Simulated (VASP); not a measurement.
Write the native input for VASP 6.6.1 that does the following.

| Quantity | Value |
| --- | --- |
| Task | single point |
| Functional | PBE |
| Potentials or basis | VASP PAW PBE potentials, release 64 (As_d, B, Sb_d_GW) |
| Cutoff | 560 eV |
| k mesh | 6 × 6 × 4 |
| Occupations | gaussian, width 0.01 eV |
| Spin | no spin polarisation |
| Dipole correction | no |
| Further INCAR settings | ALGO = Normal; EDIFF = 1e-06; NBANDS = 26 |

The structure of B2SbAs lies in POSCAR:

```
B2SbAs
1.0
    3.6339039500      0.0000000000      0.0000000000
    0.0000000000      3.6339039500      0.0000000000
    0.0000000000      0.0000000000      5.1558954086
As B Sb
1 2 1
Direct
    0.0000000000      0.0000000000      0.0000000000
    0.0000000000      0.5000000000      0.7699636601
    0.5000000000      0.0000000000      0.2300363399
    0.5000000000      0.5000000000      0.5000000000
```

The input as run:

INCAR

```
ALGO     = Normal         # electronic algorithm
EDIFF    = 1E-6           # SCF threshold, eV
ENCUT    = 560            # plane-wave cutoff, eV
GGA      = PE             # functional
GGA_COMPAT= False        
ISIF     = 2              # what is computed and relaxed
ISMEAR   = 0              # smearing method
LASPH    = True           # aspherical terms in the spheres
LCHARG   = True           # write CHGCAR
LELF     = True           # ELF
LREAL    = False          # projectors in reciprocal space
LVHAR    = True         
LWAVE    = False          # write WAVECAR
NBANDS   = 26             # bands
NELM     = 120            # most SCF steps
PREC     = Accurate       # precision mode
SIGMA    = 0.01           # smearing width, eV
```

KPOINTS

```
k-points
0
Gamma
  6 6 4
```

Potentials or basis: VASP PAW PBE potentials, release 64 (As_d, B, Sb_d_GW).

Command:

```sh
$ cat potpaw_PBE.64/As_d/POTCAR potpaw_PBE.64/B/POTCAR potpaw_PBE.64/Sb_d_GW/POTCAR > POTCAR
$ mpirun -np 1 vasp_std > vasp.out
```

It gave:

```yaml
Pressure: -5.8 GPa
Largest_force: 0.086 eV/Å
Band_gap_on_the_k_mesh: 0.89 eV (least direct gap 0.96 eV)
```

Caveat: the cell stands under tension; spin-orbit coupling is left out, which moves the levels of the heavy elements.

It took 58 s on 1 thread of Intel(R) Xeon(R) Platinum 8559C (Emerald Rapids), with other jobs on the host, peak memory 0.22 GiB.
